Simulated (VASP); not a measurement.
A run of VASP 6.6.1 is set up as follows.

The input POSCAR:

```
TaWC2
1.0
    1.5613054648      0.9014201304      5.0673795820
   -1.5613054648      0.9014201304      5.0673795820
    0.0000000000     -1.8028402609      5.0673795820
W Ta C
1 1 2
Direct
    0.0000000000      0.0000000000      0.0000000000
    0.5000000000      0.5000000000      0.5000000000
    0.2509330000      0.2509330000      0.2509330000
    0.7490670000      0.7490670000      0.7490670000
```

Contents of INCAR.step1:

```
PREC = Accurate
ENCUT = 520
ISMEAR = -1
SIGMA = 0.05
LREAL = F
LASPH = T
NELM = 80
NBANDS = 24
GGA = PE
ALGO = Normal
EDIFF = 1E-4
LWAVE = T
LCHARG = F
```

Contents of INCAR.step2:

```
PREC = Accurate
ENCUT = 520
EDIFF = 1E-6
ISMEAR = -1
SIGMA = 0.05
LREAL = F
LASPH = T
NELM = 80
ALGO = Normal
ISIF = 2
LWAVE = F
LCHARG = F
METAGGA = R2SCAN
LMIXTAU = T
NBANDS = 24
ISTART = 1
```

KPOINTS

```
regular mesh
0
Gamma
  10 10 10
```

Potentials or basis: VASP PAW PBE potentials, release 64 (W_sv, Ta_pv, C).

The run is started by

```console
$ cat potpaw_PBE.64/W_sv/POTCAR potpaw_PBE.64/Ta_pv/POTCAR potpaw_PBE.64/C/POTCAR > POTCAR
$ cp INCAR.step1 INCAR
$ mpirun -np 1 vasp_std > vasp.out
$ cp INCAR.step2 INCAR
$ mpirun -np 1 vasp_std > vasp.out
```

**Question.** Predict the largest force.

**Answer.** 0.009 eV/Å.

**Question.** What does it give for the band gap on the k mesh?

**Answer.** Zero (an odd number of electrons rules out a gap without spin polarisation).

**Question.** Estimate the pressure.

**Answer.** 2.6 GPa.

Forces in eV/Å, atoms in the order of the input:
```
W    0.000  0.000  0.000
Ta   0.000  0.000  0.000
C    0.000  0.000  0.009
C    0.000  0.000 -0.009
```

Caveat: the PAW data sets were made with another functional, which shifts forces and pressure a little; spin-orbit coupling is left out, which moves the levels of the heavy elements; an odd number of electrons without spin polarisation forces a metal; a magnetic or distorted state may lie lower.
